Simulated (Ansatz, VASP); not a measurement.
**One calculation of Ag, two programs**

The input INCAR:

```
PREC     = Accurate       # precision mode
ENCUT    = 520            # plane-wave cutoff, eV
EDIFF    = 1E-6           # SCF threshold, eV
ISMEAR   = 0              # smearing method
SIGMA    = 0.15           # smearing width, eV
LREAL    = F              # projectors in reciprocal space
LASPH    = T              # aspherical terms in the spheres
NELM     = 100            # most SCF steps
ALGO     = Fast           # electronic algorithm
ISIF     = 2              # what is computed and relaxed
LWAVE    = F              # write WAVECAR
LCHARG   = F              # write CHGCAR
GGA      = PE             # functional
NBANDS   = 12             # bands
```

File KPOINTS:

```
regular mesh
0
Gamma
  22 22 22
```

POSCAR

```
Ag
1.0
   -1.7986143269      1.7986143269      1.4029191750
    1.7986143269     -1.7986143269      1.4029191750
    1.7986143269      1.7986143269     -1.4029191750
Ag
1
Direct
    0.0000000000      0.0000000000      0.0000000000
```

Input for Ansatz:

```yaml
crystal:
  lattice:
    - [-1.7986143269, 1.7986143269, 1.402919175]
    - [1.7986143269, -1.7986143269, 1.402919175]
    - [1.7986143269, 1.7986143269, -1.402919175]
  atoms:
    - { symbol: Ag, position: [0.0, 0.0, 0.0] }
basis:
  ecutwfc: 420
kpoints:
  mp_grid: { grid: [22, 22, 22] }
hamiltonian:
  xc: pbe
scf:
  occupations: { method: gaussian, width: 0.15 }
output:
  forces: true
  stress: true
  eigenvalues: true
```

Alike in both runs: task single point; functional PBE; k mesh 22 × 22 × 22; occupations gaussian, width 0.15 eV; no spin polarisation.

|  | VASP | Ansatz |
| --- | --- | --- |
| version | VASP 6.6.1 | Ansatz 0.2.0 |
| potentials or method | VASP PAW PBE potentials, release 64 (Ag), cutoff 520 eV | scalar-relativistic, plane waves, PAW |
| valence electrons in the cell | 11 | 19 |

```csv
,VASP,Ansatz,Ansatz less VASP
gap on the k mesh at the Fermi level (eV),none,none,-
pressure (GPa),0.6,0.6,+0.06
"traceless stress, the component that is largest in VASP (GPa)",4.49,4.51,+0.019
```

A gap of «none» marks a metal or a gap that the smearing closes. VASP's potentials hold 11 valence electrons a cell and Ansatz's 19, so a difference there can come from the potentials and not from the codes.
